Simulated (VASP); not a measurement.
Input of a VASP 6.6.1 run:

INCAR

```
SYSTEM = SnSe
ALGO = Normal
EDIFF = 1E-6
ENCUT = 520
GGA = PS
ISIF = 2
ISMEAR = -1
LASPH = .True.
LCHARG = .False.
LREAL = .False.
LWAVE = .False.
NBANDS = 17
NELM = 100
PREC = Accurate
SIGMA = 0.08
```

Contents of KPOINTS:

```
k-points
0
Gamma
  12 12 12
  0 0 0
```

File POSCAR:

```
SnSe
1.0
    0.0000000000      3.2578322384      3.2578322384
    3.2578322384      0.0000000000      3.2578322384
    3.2578322384      3.2578322384      0.0000000000
Sn Se
1 1
Direct
    0.0000000000      0.0000000000      0.0000000000
    0.2500000000      0.2500000000      0.2500000000
```

Potentials or basis: VASP PAW PBE potentials, release 64 (Sn_d, Se).

Run with:

```bash
$ cat potpaw_PBE.64/Sn_d/POTCAR potpaw_PBE.64/Se/POTCAR > POTCAR
$ mpirun -np 1 vasp_std > vasp.out
```

(1) Predict the band gap on the k mesh.

(2) Estimate the pressure.

## Answers

(1) zero (band 10 reaches 3.88 eV, above the bottom of band 11 at 3.43 eV).

(2) 2.2 GPa.

Caveat: the PAW data sets were made with another functional, which shifts forces and pressure a little; spin-orbit coupling is left out, which moves the levels of the heavy elements.
